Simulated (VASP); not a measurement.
A run of VASP 6.6.1 is set up as follows.

INCAR

```
SYSTEM = Al
PREC = Accurate ; ENCUT = 520
EDIFF = 1E-6 ; ISMEAR = 0
SIGMA = 0.1 ; LREAL = .FALSE.
LASPH = .TRUE. ; NELM = 60
ALGO = Normal ; ISIF = 2
LWAVE = .FALSE. ; LCHARG = .TRUE.
GGA = RE ; LELF = .TRUE.
LVHAR = .TRUE. ; NBANDS = 8
```

The input KPOINTS:

```
regular mesh
0
G
  14 14 14
  0 0 0
```

File POSCAR:

```
Al
1.0
    0.0000000000      2.0248050000      2.0248050000
    2.0248050000      0.0000000000      2.0248050000
    2.0248050000      2.0248050000      0.0000000000
Al
1
Direct
    0.0000000000      0.0000000000      0.0000000000
```

Potentials or basis: VASP PAW PBE potentials, release 64 (Al).

Run with:

```console
$ cat potpaw_PBE.64/Al/POTCAR > POTCAR
$ mpirun -np 1 vasp_std > vasp.out
```

Q: What does it give for the pressure?

A: 0.2 GPa.

Caveat: the PAW data sets were made with another functional, which shifts forces and pressure a little.
